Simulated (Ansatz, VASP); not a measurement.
One calculation of Fe, two programs

File POSCAR:

```
Fe
1.0
    0.0000000000      1.8264897489      1.8264897489
    1.8264897489      0.0000000000      1.8264897489
    1.8264897489      1.8264897489      0.0000000000
Fe
1
Direct
    0.0000000000      0.0000000000      0.0000000000
```

Contents of INCAR.step1:

```
PREC = Accurate
ENCUT = 520
ISMEAR = -1
SIGMA = 0.05
LREAL = F
LASPH = T
NELM = 150
ISPIN = 2
MAGMOM = 2.951
LMAXMIX = 4
NBANDS = 14
GGA = PE
ALGO = Normal
EDIFF = 1E-4
LWAVE = T
LCHARG = F
```

INCAR.step2

```
PREC = Accurate
ENCUT = 520
EDIFF = 1E-6
ISMEAR = -1
SIGMA = 0.05
LREAL = F
LASPH = T
NELM = 150
ALGO = Normal
ISIF = 2
LWAVE = F
LCHARG = F
ISPIN = 2
MAGMOM = 2.951
LORBIT = 11
LMAXMIX = 4
METAGGA = R2SCAN
LMIXTAU = T
NBANDS = 14
ISTART = 1
```

The input KPOINTS:

```
regular mesh
0
Gamma
  24 24 24
```

Input for Ansatz:

```yaml
crystal:
  lattice:
    - [0.0, 1.8264897489, 1.8264897489]
    - [1.8264897489, 0.0, 1.8264897489]
    - [1.8264897489, 1.8264897489, 0.0]
  atoms:
    - { symbol: Fe, position: [0.0, 0.0, 0.0], spin: 2.951 }
hamiltonian:
  xc: r2scan
  pseudopotentials:
    kind: paw
    azcp:
      Fe: "pseudopotentials/Fe.paw.azcp"
basis:
  ecutwfc: 500
  fft_grid_basis: typed
kpoints:
  mp_grid: { grid: [24, 24, 24], shift: [0, 0, 0] }
magnetization:
  spin_polarized: true
scf:
  occupations: { method: fermi_dirac, width: 0.05 }
```

Alike in both runs: task single point; functional r2SCAN; k mesh 24 × 24 × 24; occupations fermi-dirac, width 0.05 eV; collinear spin.

|  | VASP | Ansatz |
| --- | --- | --- |
| version | VASP 6.6.1 | Ansatz 0.2.0 |
| potentials or method | VASP PAW PBE potentials, release 64 (Fe), cutoff 520 eV | plane waves (500 eV) with PAW, scalar-relativistic |
| valence electrons in the cell | 8 | 16 |

```csv
,VASP,Ansatz,Ansatz less VASP
net moment per atom (μB),2.81,2.82,+0.005
size of the moment on the site where the two differ most (μB),2.87,2.94,+0.070
```

VASP's potentials were made for PBE, not for r2SCAN. Site moments also hang on the region over which each program counts them. VASP's potentials hold 8 valence electrons a cell and Ansatz's 16, so a difference there can come from the potentials and not from the codes. Ansatz's warnings: stability check not made.
